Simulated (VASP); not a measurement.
# SnO2 (R-3m) in VASP: further runs, part 2 of 2

VASP 6.6.1. The steps go on from the part before.

### Step 3. Single point, LDA (strain +0.0150 x Voigt [0, 0, 1, 0, 0, 0])

The input, INCAR:

```
ALGO = Normal ; EDIFF = 1E-7
ENCUT = 520 ; ISIF = 2
ISMEAR = 0 ; LASPH = T
LCHARG = F ; LREAL = F
LWAVE = F ; NBANDS = 20
NELM = 100 ; PREC = Accurate
SIGMA = 0.05
```

The input, KPOINTS:

```
k-points
0
Gamma
  12 12 12
```

The input, POSCAR:

```
SnO2
1.0
    1.6170930752      0.9336291223      4.8726014728
   -1.6170930752      0.9336291223      4.8726014728
    0.0000000000     -1.8672582446      4.8726014728
Sn O
1 2
Direct
    0.5000000000      0.5000000000      0.5000000000
    0.2371700000      0.2371700000      0.2371700000
    0.7628300000      0.7628300000      0.7628300000
```

Potentials or basis: VASP PAW LDA potentials, release 64 (Sn_d, O).

On the command line:

```sh
$ cat potpaw_LDA.64/Sn_d/POTCAR potpaw_LDA.64/O/POTCAR > POTCAR
$ mpirun -np 1 vasp_std > vasp.out
```

OUTCAR:

```text
EDIFF = 1E-7
   ENCUT = 520
   ISIF = 2
   ISMEAR = 0
   LASPH = T
   LREAL = F
   NELM = 100
   PREC = Accurate

 ion  position               nearest neighbor table
   1  0.500  0.500  0.500-   2 2.13   2 2.13   3 2.13   3 2.13   2 2.13   3 2.13
   2  0.237  0.237  0.237-   1 2.13   1 2.13   1 2.13
   3  0.763  0.763  0.763-   1 2.13   1 2.13   1 2.13

  LATTYP: Found a trigonal (rhomboedric) cell.
[... 746 lines left out ...]
------------------------ aborting loop because EDIFF is reached ----------------------------------------

  FORCE on cell =-STRESS in cart. coord.  units (eV):
  Direction    XX          YY          ZZ          XY          YZ          ZX
  --------------------------------------------------------------------------------------
  -------------------------------------------------------------------------------------
  Total       -2.7438055     -2.7438055     -2.3264492      0.0000000     -0.0000000      0.0000000
  in kB      -99.5961060    -99.5961060    -84.4466862      0.0000000     -0.0000000      0.0000000
  external PRESSURE =     -94.5462994 kB  Pullay stress =       0.0000000 kB

 VOLUME and BASIS-vectors are now :
 -----------------------------------------------------------------------------
  energy-cutoff  :      520.00
  volume of cell :       44.14
      direct lattice vectors                 reciprocal lattice vectors
     1.617093075  0.933629122  4.872601473     0.309196797  0.178514854  0.068409726
    -1.617093075  0.933629122  4.872601473    -0.309196797  0.178514854  0.068409726
     0.000000000 -1.867258245  4.872601473     0.000000000 -0.357029708  0.068409726

 POSITION                                       TOTAL-FORCE (eV/Angst)
 -----------------------------------------------------------------------------------
      0.00000      0.00000      7.30890        -0.000000     -0.000000     -0.000000
      0.00000      0.00000      3.46690         0.000000      0.000000     -0.808199
      0.00000      0.00000     11.15090         0.000000      0.000000      0.808199
 -----------------------------------------------------------------------------------
    total drift:                               -0.000000      0.000000      0.000000

  FREE ENERGIE OF THE ION-ELECTRON SYSTEM (eV)
  ---------------------------------------------------
  free  energy   TOTEN  =       -20.4062162862 eV

  energy  without entropy=      -20.4062162862  energy(sigma->0) =      -20.40621629
```

stdout:

```text
POSCAR found type information on POSCAR SnO
 POSCAR found :  2 types and       3 ions
 scaLAPACK will be used
 LDA part: xc-table for (Slater(with rela. corr.)+CA(PZ))
 , standard interpolation
 POSCAR, INCAR and KPOINTS ok, starting setup
 FFT: planning ... GRIDC
 FFT: planning ... GRID_SOFT
 FFT: planning ... GRID
 WAVECAR not read
 entering main loop
```

Wall time 5.8 min (1 thread of Intel Xeon Platinum 8259CL at 2.50GHz (Skylake/Cascade Lake), shared host); peak memory 0.3 GiB.

Results:

| Property | Result |
| --- | --- |
| Free energy | -20.4062 eV |
| Pressure | -9.5 GPa |
| Largest force | 0.808 eV/Å |
| Band gap on the k mesh | 1.77 eV (least direct gap 1.90 eV) |

Forces in eV/Å, atoms in the order of the input:
```
Sn   0.000  0.000  0.000
O    0.000  0.000 -0.808
O    0.000  0.000  0.808
```

Levels at points of the mesh, in eV from the valence-band top:
```csv
k point,band 11,band 12,band 13,band 14,band 15,band 16
"(0.00, 0.00, 0.00)",-0.86,-0.86,-0.13,1.77,5.48,10.74
"(0.50, 0.00, 0.00)",-1.47,-0.59,-0.54,5.06,7.41,9.79
"(0.50, 0.50, 0.00)",-1.17,-0.46,-0.02,4.79,6.64,10.39
"(0.50, 0.50, 0.50)",-1.26,-0.81,-0.81,3.00,5.41,10.90
```

Caveat: the cell differs from its parent crystal (strain +0.0150 x Voigt [0, 0, 1, 0, 0, 0]); the cell stands under tension; spin-orbit coupling is left out, which moves the levels of the heavy elements. A k mesh can miss the band edges.

### Step 4. Single point, LDA (strain +0.0300 x Voigt [0, 0, 1, 0, 0, 0])

The input, INCAR:

```
PREC = Accurate ; ENCUT = 520
EDIFF = 1E-6 ; ISMEAR = 0
SIGMA = 0.05 ; LREAL = F
LASPH = T ; NELM = 60
ALGO = Normal ; ISIF = 2
LWAVE = F ; LCHARG = T
LELF = T ; LVHAR = T
NBANDS = 20
```

The input, KPOINTS:

```
Automatic mesh
0
Gamma
  12 12 12
```

The input, POSCAR:

```
SnO2
1.0
    1.6170930752      0.9336291223      4.9446103615
   -1.6170930752      0.9336291223      4.9446103615
    0.0000000000     -1.8672582446      4.9446103615
Sn O
1 2
Direct
    0.5000000000      0.5000000000      0.5000000000
    0.2371700000      0.2371700000      0.2371700000
    0.7628300000      0.7628300000      0.7628300000
```

On the command line:

```sh
$ cat potpaw_LDA.64/Sn_d/POTCAR potpaw_LDA.64/O/POTCAR > POTCAR
$ mpirun -np 1 vasp_std > vasp.out
```

It took 6.7 min on 1 thread of Intel Xeon Platinum 8259CL at 2.50GHz (Skylake/Cascade Lake), shared host; peak memory 0.3 GiB.

Results (log left out):

- Free energy: -20.3700 eV
- Pressure: -10.4 GPa
- Largest force: 0.995 eV/Å
- Band gap on the k mesh: 1.78 eV (least direct gap 1.91 eV)

Forces on the atoms (eV/Å):
```
Sn   0.000  0.000  0.000
O    0.000  0.000 -0.995
O    0.000  0.000  0.995
```

Stress tensor (GPa, compression positive):
```
-10.76   0.00   0.00
  0.00 -10.76   0.00
  0.00   0.00  -9.75
```

Levels at points of the mesh, in eV from the valence-band top:
| k point | band 11 | band 12 | band 13 | band 14 | band 15 | band 16 |
| --- | --- | --- | --- | --- | --- | --- |
| (0.00, 0.00, 0.00) | -0.81 | -0.81 | -0.13 | 1.78 | 5.46 | 10.74 |
| (0.50, 0.00, 0.00) | -1.46 | -0.57 | -0.51 | 4.98 | 7.33 | 9.81 |
| (0.50, 0.50, 0.00) | -1.19 | -0.46 | -0.02 | 4.73 | 6.61 | 10.32 |
| (0.50, 0.50, 0.50) | -1.19 | -0.77 | -0.77 | 2.95 | 5.37 | 10.88 |

Caveat: the cell differs from its parent crystal (strain +0.0300 x Voigt [0, 0, 1, 0, 0, 0]); the cell stands under tension; spin-orbit coupling is left out, which moves the levels of the heavy elements. A k mesh can miss the band edges.

### Step 5. Single point, LDA (strain +0.0450 x Voigt [0, 0, 1, 0, 0, 0])

The input, INCAR:

```
ALGO     = Normal         # electronic algorithm
EDIFF    = 1E-7           # SCF threshold, eV
ENCUT    = 520            # plane-wave cutoff, eV
GGA      = CA             # functional
ISIF     = 2              # what is computed and relaxed
ISMEAR   = 0              # smearing method
LASPH    = True           # aspherical terms in the spheres
LCHARG   = False          # write CHGCAR
LREAL    = False          # projectors in reciprocal space
LWAVE    = False          # write WAVECAR
NBANDS   = 20             # bands
NELM     = 80             # most SCF steps
PREC     = Accurate       # precision mode
SIGMA    = 0.05           # smearing width, eV
```

The input, KPOINTS:

```
k-points
0
Gamma
  12 12 12
```

The input, POSCAR:

```
SnO2
1.0
    1.6170930752      0.9336291223      5.0166192503
   -1.6170930752      0.9336291223      5.0166192503
    0.0000000000     -1.8672582446      5.0166192503
Sn O
1 2
Direct
    0.5000000000      0.5000000000      0.5000000000
    0.2371700000      0.2371700000      0.2371700000
    0.7628300000      0.7628300000      0.7628300000
```

On the command line:

```sh
$ cat potpaw_LDA.64/Sn_d/POTCAR potpaw_LDA.64/O/POTCAR > POTCAR
$ mpirun -np 1 vasp_std > vasp.out
```

It took 6.6 min on 1 thread of Intel Xeon Platinum 8259CL at 2.50GHz (Skylake/Cascade Lake), shared host; peak memory 0.3 GiB.

The run converged. Its results:

```
Free energy            : -20.3287 eV
Pressure               : -11.3 GPa
Largest force          : 1.179 eV/Å
Band gap on the k mesh : 1.79 eV (least direct gap 1.92 eV)
```

Forces on the atoms (eV/Å):
```
Sn   0.000  0.000  0.000
O    0.000  0.000 -1.179
O    0.000  0.000  1.179
```

Stress tensor (GPa, compression positive):
```
-11.43   0.00   0.00
  0.00 -11.43   0.00
  0.00   0.00 -10.97
```

Levels at points of the mesh, in eV from the valence-band top:
```
           k point  band 11  band 12  band 13  band 14  band 15  band 16
(0.00, 0.00, 0.00)    -0.76    -0.76    -0.13     1.79     5.44    10.74
(0.50, 0.00, 0.00)    -1.46    -0.55    -0.47     4.91     7.25     9.82
(0.50, 0.50, 0.00)    -1.21    -0.45    -0.03     4.67     6.57    10.25
(0.50, 0.50, 0.50)    -1.12    -0.73    -0.73     2.90     5.33    10.86
```

Caveat: the cell differs from its parent crystal (strain +0.0450 x Voigt [0, 0, 1, 0, 0, 0]); the cell stands under tension; spin-orbit coupling is left out, which moves the levels of the heavy elements; forces of over 1 eV/Å act on the atoms, so gaps and moduli don't describe the material at rest. A k mesh can miss the band edges.

### Step 6. Overview

| cell | gap on the mesh (eV) | pressure (GPa) | largest force (eV/Å) |
| --- | --- | --- | --- |
| a = 5.084 Å, angles 37.1°, 3 atoms | 1.76 | -7.4 | 0.42 |
| a = 5.218 Å, angles 36.1°, 3 atoms | 1.77 | -9.5 | 0.81 |
| a = 5.285 Å, angles 35.6°, 3 atoms | 1.78 | -10.4 | 0.99 |
| a = 5.353 Å, angles 35.2°, 3 atoms | 1.79 | -11.3 | 1.18 |

Alike in all rows: task single point; level LDA; potentials or basis VASP PAW LDA potentials, release 64 (Sn_d, O); no spin polarisation; k mesh 12 × 12 × 12; cutoff (eV) 520; smearing gaussian 0.05 eV.

Caveats: the cell stands under tension; spin-orbit coupling is left out, which moves the levels of the heavy elements; forces of over 1 eV/Å act on the atoms, so gaps and moduli don't describe the material at rest (at least some runs).

Total energies depend on the potentials used, so only differences within one code and one set of settings carry meaning.
